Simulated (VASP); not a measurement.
# CdS (P6_3mc) in VASP: dielectric tensor with r2SCAN

Aim: the dielectric tensor of CdS with r2SCAN.

Everything below comes from runs of VASP 6.6.1. Logs are shortened: lines on timing, memory, paths and dates and some standing lists are left out, and cuts for length are marked.

## (1) The cell of the first run

Symmetry: P6_3mc, No. 186, hexagonal system. The conventional cell has a = 4.081 Å, b = 4.081 Å, c = 6.631 Å, α = 90.00°, β = 90.00°, γ = 120.00°. Cd (site symmetry 3m) has 4 S at 2.49 to 2.50 Å within 3.3 Å. S (site symmetry 3m) has 4 Cd at 2.49 to 2.50 Å within 3.3 Å.

## (2) Dielectric tensor, r2SCAN (strain -2.0%)

INCAR reads:

```
PREC     = Accurate       # precision mode
ENCUT    = 520            # plane-wave cutoff, eV
EDIFF    = 1E-8           # SCF threshold, eV
ISMEAR   = 0              # smearing method
SIGMA    = 0.01           # smearing width, eV
LREAL    = F              # projectors in reciprocal space
LASPH    = T              # aspherical terms in the spheres
NELM     = 80             # most SCF steps
ALGO     = Normal         # electronic algorithm
ISIF     = 2              # what is computed and relaxed
LWAVE    = F              # write WAVECAR
LCHARG   = F              # write CHGCAR
METAGGA  = R2SCAN         # meta-GGA
LMIXTAU  = T            
LCALCEPS = T
```

KPOINTS reads:

```
Automatic mesh
0
Gamma
  6 6 4
```

POSCAR reads:

```
CdS
1.0
    4.0813092571      0.0000000000      0.0000000000
   -2.0406546285      3.5345174973      0.0000000000
    0.0000000000      0.0000000000      6.6306902802
Cd S
2 2
Direct
    0.3333333333      0.6666666667     -0.0009631164
    0.6666666667      0.3333333333      0.4990368836
    0.3333333333      0.6666666667      0.3759631164
    0.6666666667      0.3333333333      0.8759631164
```

Potentials or basis: VASP PAW PBE potentials, release 64 (Cd, S).

Started as:

```bash
$ cat potpaw_PBE.64/Cd/POTCAR potpaw_PBE.64/S/POTCAR > POTCAR
$ mpirun -np 1 vasp_std > vasp.out
```

OUTCAR:

```text
PREC = Accurate
   ENCUT = 520
   EDIFF = 1E-8
   ISMEAR = 0
   LREAL = F
   LASPH = T
   NELM = 80
   ISIF = 2
   METAGGA = R2SCAN

 ion  position               nearest neighbor table
   1  0.333  0.667  0.999-   4 2.49   4 2.49   4 2.49   3 2.50
   2  0.667  0.333  0.499-   3 2.49   3 2.49   3 2.49   4 2.50
   3  0.333  0.667  0.376-   2 2.49   2 2.49   2 2.49   1 2.50
   4  0.667  0.333  0.876-   1 2.49   1 2.49   1 2.49   2 2.50

  LATTYP: Found a hexagonal cell.
 ALAT       =     4.0813092571
 C/A-ratio  =     1.6246478428

  Lattice vectors:

 A1 = (   4.0813092571,   0.0000000000,   0.0000000000)
 A2 = (  -2.0406546285,   3.5345174973,   0.0000000000)
 A3 = (   0.0000000000,   0.0000000000,   6.6306902802)

Analysis of symmetry for initial positions (statically):
=====================================================================
 Subroutine PRICEL returns:
 Original cell was already a primitive cell.

 Routine SETGRP: Setting up the symmetry group for a
 hexagonal supercell.

 Subroutine GETGRP returns: Found 12 space group operations
 (whereof  6 operations were pure point group operations)
 out of a pool of 24 trial point group operations.

The static configuration has the point symmetry C_3v.
 The point group associated with its full space group is C_6v.

Analysis of symmetry for dynamics (positions and initial velocities):
=====================================================================
 Subroutine PRICEL returns:
 Original cell was already a primitive cell.

 Routine SETGRP: Setting up the symmetry group for a
 hexagonal supercell.

 Subroutine GETGRP returns: Found 12 space group operations
 (whereof  6 operations were pure point group operations)
 out of a pool of 24 trial point group operations.

The dynamic configuration has the point symmetry C_3v.
 The point group associated with its full space group is C_6v.

 Subroutine INISYM returns: Found 12 space group operations
 (whereof  6 operations are pure point group operations),
 and found     1 'primitive' translations

----------------------------------------------------------------------------------------

                                     Primitive cell

  volume of cell :      95.6508

  direct lattice vectors                    reciprocal lattice vectors
     4.081309257  0.000000000  0.000000000     0.245019413  0.141462024  0.000000000
    -2.040654629  3.534517497  0.000000000     0.000000000  0.282924049  0.000000000
     0.000000000  0.000000000  6.630690280     0.000000000  0.000000000  0.150813861

  length of vectors
     4.081309257  4.081309257  6.630690280     0.282924049  0.282924049  0.150813861

  position of ions in fractional coordinates (direct lattice)
     0.333333333  0.666666667  0.999036884
     0.666666667  0.333333333  0.499036884
     0.333333333  0.666666667  0.375963116
     0.666666667  0.333333333  0.875963116

  ion indices of the primitive-cell ions
   primitive index   ion index
                 1           1
                 2           2
                 3           3
                 4           4

----------------------------------------------------------------------------------------

 KPOINTS: Automatic mesh

Automatic generation of k-mesh.
 Grid dimensions read from file:
 generate k-points for:    6    6    4

 Generating k-lattice:

  Cartesian coordinates                     Fractional coordinates (reciprocal lattice)
     0.040836569  0.023577004  0.000000000     0.166666667 -0.000000000  0.000000000
     0.000000000  0.047154008  0.000000000     0.000000000  0.166666667  0.000000000
     0.000000000  0.000000000  0.037703465     0.000000000  0.000000000  0.250000000

  Length of vectors
     0.047154008  0.047154008  0.037703465

[... 37 lines left out ...]
   NGX,Y,Z   is equivalent  to a cutoff of  12.22, 12.22, 12.54 a.u.
   NGXF,Y,Z  is equivalent  to a cutoff of  24.44, 24.44, 25.07 a.u.
 SYSTEM =  unknown system
   PREC   = accura    normal or accurate (medium, high low for compatibility)
   ISTART =      0    job   : 0-new  1-cont  2-samecut
   ICHARG =      2    charge: 1-file 2-atom 10-const
   ISPIN  =      1    spin polarized calculation?
   LNONCOLLINEAR =      F non collinear calculations
   LSORBIT =      F    spin-orbit coupling
   LASPH  =      T    aspherical Exc in radial PAW
   ENCUT  =  520.0 eV  38.22 Ry    6.18 a.u.   7.59  7.59 12.33*2*pi/ulx,y,z
   NELM   =     80;   NELMIN=  2; NELMDL= -5     # of ELM steps
   EDIFF  = 0.1E-07   stopping-criterion for ELM
   LREAL  =      F    real-space projection
   EDIFFG = 0.1E-06   stopping-criterion for IOM
   NSW    =      0    number of steps for IOM
   IBRION =     -1    ionic relax: 0-MD 1-quasi-New 2-CG
   NFREE  =      0    steps in history (QN), initial steepest desc. (CG)
   ISIF   =      2    stress and relaxation
   ISYM   =      2    0-nonsym 1-usesym 2-fastsym
   POTIM  = 0.5000    time-step for ionic-motion
   TEBEG  =    0.0;   TEEND  =   0.0 temperature during run
   PSTRESS=    0.0 pullay stress
   NELECT =      36.0000    total number of electrons
   NUPDOWN=      -1.0000    fix difference up-down
   EMIN   =  10.00;   EMAX   =-10.00  energy-range for DOS
   EFERMI =   0.00;   METHOD = LEGACY
   ISMEAR =     0;   SIGMA  =   0.01  broadening in eV -4-tet -1-fermi 0-gaus
   EFERMI_NEDOS =   21; number of points for ismear=-14 and -15
   IALGO  =     38    algorithm
   IMIX   =      4    mixing-type and parameters
     AMIX     =   0.40;   BMIX     =  1.00
     AMIX_MAG =   1.60;   BMIX_MAG =  1.00
  volume/ion in A,a.u.               =      23.91       161.37
  Fermi-wavevector in a.u.,A,eV,Ry     =   1.181987  2.233632 19.008623  1.397094
  Thomas-Fermi vector in A             =   2.318250
   LORBIT       =      0    0 simple, 1 ext, 2 COOP (PROOUT), +10 PAW based schemes
   METAGGA = R2SCAN    functional components
   LHFCALC =     F    Hartree Fock is set to
   AEXX    =    0.0000 exact exchange contribution
   IVDW    =     0    specifies the selected vdW correction
   LEPSILON=     F    determine dielectric tensor
   LRPA    =     F    only Hartree local field effects (RPA)
   LRPA       =     F
 non-spin polarized calculation
 Gauss-broadening in eV      SIGMA  =   0.01
  energy-cutoff  :      520.00
  volume of cell :       95.65
 maximum number of plane-waves:      2610
   NGX = 15   NGY = 15   NGZ = 25

 Total electronic dipole moment: p[elc]=(    -0.00000     0.02260    -6.62003 ) |e| Angst

 Total electronic dipole moment: p[elc]=(     0.00000     0.00000    -6.62003 ) |e| Angst

 number of electron      36.0000022 magnetization

 Free energy of the ion-electron system (eV)
  ---------------------------------------------------
  ext. energy  EPLUGINS =         0.00000000
  ---------------------------------------------------
  free energy    TOTEN  =       -59.22747966 eV

  energy without entropy =      -59.22747966  energy(sigma->0) =      -59.22747966

 E-fermi :   1.4164     XC(G=0):  -9.9111

 val. band max:        1.3737584061   @ k =   0.0000   0.0000   0.0000
 cond. band min:   10000.0000000000   @ k =   0.0000   0.0000   0.0000
 fundamental gap:   9998.6262415939
 Fermi energy:         1.4164005348

 k-point     1 :       0.0000    0.0000    0.0000
  band No.  band energies     occupation
      1     -11.7469      2.00000
      2     -11.2745      2.00000
      3      -6.7120      2.00000
      4      -6.7073      2.00000
      5      -6.7073      2.00000
      6      -6.6062      2.00000
[... 589 lines left out ...]
     21   10000.0000      0.00000
     22   10000.0000      0.00000

 [... further k-points ...]

------------------------ aborting loop because EDIFF is reached ----------------------------------------

            Ionic dipole moment: p[ion]=(     0.00000     0.00000    49.65354 ) |e| Angst

 Total electronic dipole moment: p[elc]=(    -0.00000    -0.00000    -6.59682 ) |e| Angst

 MACROSCOPIC STATIC DIELECTRIC TENSOR (including local field effects)
 ------------------------------------------------------
           5.276378     0.000000     0.000000
           0.000000     5.276378     0.000000
          -0.000000     0.000000     5.390025
 ------------------------------------------------------

 PIEZOELECTRIC TENSOR (including local field effects) (e Angst)
          XX          YY          ZZ          XY          YZ          ZX
  --------------------------------------------------------------------------------
  x     0.00000     0.00000     0.00000     0.00000     0.00000     1.86258
  y     0.00000    -0.00000     0.00000     0.00000     1.86257     0.00000
  z     1.82404     1.82404    -3.77275     0.00000     0.00000     0.00000

 PIEZOELECTRIC TENSOR (including local field effects) (C/m^2)
          XX          YY          ZZ          XY          YZ          ZX
  --------------------------------------------------------------------------------
  x     0.00000     0.00000     0.00000     0.00000     0.00000     0.31199
  y     0.00000    -0.00000     0.00000     0.00000     0.31199     0.00000
  z     0.30553     0.30553    -0.63195     0.00000     0.00000     0.00000

 BORN EFFECTIVE CHARGES (including local field effects) (in |e|, cummulative output)
 ---------------------------------------------------------------------------------
 ion    1
    1     2.07466     0.00000     0.00000
    2     0.00000     2.07466    -0.00000
    3     0.00000    -0.00000     2.15320
 ion    2
    1     2.07466     0.00000     0.00000
    2     0.00000     2.07466     0.00000
    3    -0.00000     0.00000     2.15320
 ion    3
    1    -2.07466    -0.00000     0.00000
    2    -0.00000    -2.07466    -0.00000
    3    -0.00000     0.00000    -2.15320
 ion    4
    1    -2.07466    -0.00000     0.00000
    2    -0.00000    -2.07466     0.00000
    3     0.00000     0.00000    -2.15320

  FORCE on cell =-STRESS in cart. coord.  units (eV):
  Direction    XX          YY          ZZ          XY          YZ          ZX
  --------------------------------------------------------------------------------------
  -------------------------------------------------------------------------------------
  Total        2.7262862      2.7262862      2.7353714      0.0000000      0.0000000      0.0000000
  in kB       45.6660712     45.6660712     45.8182503      0.0000000      0.0000000      0.0000000
  external PRESSURE =      45.7167976 kB  Pullay stress =       0.0000000 kB

 VOLUME and BASIS-vectors are now :
 -----------------------------------------------------------------------------
  energy-cutoff  :      520.00
  volume of cell :       95.65
      direct lattice vectors                 reciprocal lattice vectors
     4.081309257  0.000000000  0.000000000     0.245019413  0.141462024  0.000000000
    -2.040654629  3.534517497  0.000000000     0.000000000  0.282924049  0.000000000
     0.000000000  0.000000000  6.630690280     0.000000000  0.000000000  0.150813861

 POSITION                                       TOTAL-FORCE (eV/Angst)
 -----------------------------------------------------------------------------------
     -0.00000      2.35634      6.62430        -0.000000     -0.000000      0.004340
      2.04065      1.17817      3.30896         0.000000      0.000000      0.004340
     -0.00000      2.35634      2.49289        -0.000000      0.000000     -0.004340
      2.04065      1.17817      5.80824        -0.000000     -0.000000     -0.004340
 -----------------------------------------------------------------------------------
    total drift:                                0.000000      0.000001     -0.001381

  FREE ENERGIE OF THE ION-ELECTRON SYSTEM (eV)
  ---------------------------------------------------
  free  energy   TOTEN  =       -59.2274796553 eV

  energy  without entropy=      -59.2274796553  energy(sigma->0) =      -59.22747966
```

Run time: 2 h. Hardware: 1 thread of Oxide Virtual Turin-like, shared host; peak memory 0.69 GiB.

What came out:

```yaml
Band_gap_on_the_k_mesh: 1.78 eV
Electronic_dielectric_tensor_diagonal: 5.28, 5.28, 5.39
Born_charges_mean_of_the_diagonal: Cd +2.10; S -2.10 e
```

Levels at points of the mesh, in eV from the valence-band top:
| k point | band 15 | band 16 | band 17 | band 18 | band 19 | band 20 | band 21 | band 22 |
| --- | --- | --- | --- | --- | --- | --- | --- | --- |
| (0.00, 0.00, 0.00) | -0.83 | -0.05 | 0.00 | 0.00 | 1.78 | 3.30 | 6.97 | 6.97 |
| (0.50, 0.00, 0.00) | -2.88 | -2.07 | -1.42 | -0.83 | 4.24 | 4.29 | 5.40 | 7.07 |
| (0.00, 0.00, 0.50) | -0.43 | -0.43 | -0.43 | -0.43 | 3.41 | 3.41 | 6.70 | 6.70 |
| (0.50, 0.00, 0.50) | -1.49 | -1.49 | -1.45 | -1.45 | 3.90 | 3.90 | 5.82 | 5.82 |

Electronic dielectric tensor:
```
5.28 0.00 0.00
0.00 5.28 0.00
0.00 0.00 5.39
```

Born effective charge tensors (e):
atom 1, Cd
```
2.07 0.00 0.00
0.00 2.07 0.00
0.00 0.00 2.15
```
atom 2, Cd
```
2.07 0.00 0.00
0.00 2.07 0.00
0.00 0.00 2.15
```
atom 3, S
```
-2.07  0.00  0.00
 0.00 -2.07  0.00
 0.00  0.00 -2.15
```
atom 4, S
```
-2.07  0.00  0.00
 0.00 -2.07  0.00
 0.00  0.00 -2.15
```

Dipole moments of the cell (e·Å, modulo the quantum): ionic 0.000, 0.000, 49.654; electronic 0.000, 0.000, -6.597

Caveat: the cell differs from its parent crystal (strain -2.0%); the PAW data sets were made with another functional, which shifts forces and pressure a little.

The gap in the log of VASP goes by the Fermi energy; the results here count the filled bands.